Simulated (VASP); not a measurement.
**Ge: single point with r2SCAN50**

The system is Ge.

```
Ge
1.0
     1.48805   -2.59469    0.00000
     1.48805    2.59469    0.00000
     0.00000    0.00000    4.72760
Ge
2
Direct
  0.33345 0.66655 0.25000
  0.66655 0.33345 0.75000
```

This isn't the form of Ge at room conditions, which is diamond.

```json
{
  "Program": "VASP 6.6.1",
  "Task": "single point",
  "Functional": "r2SCAN50",
  "Potentials or basis": "VASP PAW PBE potentials, release 64 (Ge_d)",
  "Cutoff": "520 eV",
  "k mesh": "5 × 5 × 3",
  "Occupations": "fermi-dirac, width 0.05 eV",
  "Spin": "no spin polarisation",
  "Dipole correction": "no",
  "Grid for exact exchange (PRECFOCK)": "Normal",
  "Further INCAR settings": "ALGO = Normal; EDIFF = 1e-06; NBANDS = 21",
  "Share of exact exchange": "0.5"
}
```

```json
{"Pressure": "-0.6 GPa", "Largest force": "0.101 eV/Å", "Band gap on the k mesh": "zero (bands 14 and 15 overlap by 11.47 eV)"}
```

Forces in eV/Å, atoms in the order of the input:
```
Ge   0.000 -0.101  0.000
Ge   0.000  0.101  0.000
```

Stress tensor (GPa, compression positive):
```
-4.47  0.00  0.00
 0.00 -4.15  0.00
 0.00  0.00  6.94
```

Levels at points of the mesh, in eV from the Fermi level:
```
           k point  band 10  band 11  band 12  band 13  band 14  band 15  band 16  band 17  band 18  band 19
(0.00, 0.00, 0.00)   -32.19   -17.42    -9.93    -7.80     9.67     9.81    12.03    12.14    13.76    14.59
```

It took 76 min on 1 thread of Intel Xeon 8259CL, on a shared host, peak memory 0.14 GiB.

Caveat: the k points lie up to 0.49 Å⁻¹ apart, too coarse for converged energies and pressures of a metal; the PAW data sets were made with another functional, which shifts forces and pressure a little.
